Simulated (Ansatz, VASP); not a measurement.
Sc3Re: VASP beside Ansatz

Contents of INCAR:

```
SYSTEM = Sc3Re
PREC = Accurate
ENCUT = 600
EDIFF = 1E-6
ISMEAR = 0
SIGMA = 0.1
LREAL = .False.
LASPH = .True.
NELM = 80
ALGO = Fast
ISIF = 3
LWAVE = .False.
LCHARG = .False.
GGA = PE
IBRION = 2
NSW = 100
EDIFFG = -0.01
```

KPOINTS

```
regular mesh
0
Gamma
  12 12 12
  0 0 0
```

Contents of POSCAR:

```
Sc3Re
1.0
    4.3181229329      0.0000000000      0.0000000000
    0.0000000000      4.3181229329      0.0000000000
    0.0000000000      0.0000000000      4.3181229329
Sc Re
3 1
Direct
    0.0000000000      0.5000000000      0.5000000000
    0.5000000000      0.0000000000      0.5000000000
    0.5000000000      0.5000000000      0.0000000000
    0.0000000000      0.0000000000      0.0000000000
```

Input for Ansatz:

```yaml
crystal:
  lattice:
    - [4.3181229329, 0.0, 0.0]
    - [0.0, 4.3181229329, 0.0]
    - [0.0, 0.0, 4.3181229329]
  atoms:
    - { symbol: Sc, position: [0.0, 0.5, 0.5] }
    - { symbol: Sc, position: [0.5, 0.0, 0.5] }
    - { symbol: Sc, position: [0.5, 0.5, 0.0] }
    - { symbol: Re, position: [0.0, 0.0, 0.0] }
basis:
  ecutwfc: 420
kpoints:
  mp_grid: { grid: [12, 12, 12] }
hamiltonian:
  xc: pbe
scf:
  occupations: { method: gaussian, width: 0.1 }
output:
  forces: true
  stress: true
  eigenvalues: true
relax:
  adjacent_minimum: "off"
  f_tol: 0.01
  max_steps: 80
  cell: { stress_tol: 0.05 }
```

Alike in both runs: task relaxation of cell and atoms; functional PBE; k mesh 12 × 12 × 12; occupations gaussian, width 0.1 eV; no spin polarisation.

```csv
,VASP,Ansatz
version,VASP 6.6.1,Ansatz 0.2.0
potentials or method,"VASP PAW PBE potentials, release 64 (Sc_sv, Re), cutoff 600 eV","scalar-relativistic, plane waves, PAW"
valence electrons in the cell,40,48
```

|  | VASP | Ansatz | Ansatz less VASP |
| --- | --- | --- | --- |
| gap on the k mesh at the Fermi level, each at its own relaxed structure (eV) | none | none | - |
| relaxed volume (Å³/atom) | 19.99 | 19.98 | -0.014 |
| relaxed length of the cell vector where the two differ most in proportion (Å) | 4.308 | 4.307 | -0.0010 |

A gap of «none» marks a metal or a gap that the smearing closes. VASP's potentials hold 40 valence electrons a cell and Ansatz's 48, so a difference there can come from the potentials and not from the codes.

Spin-orbit coupling is off throughout.
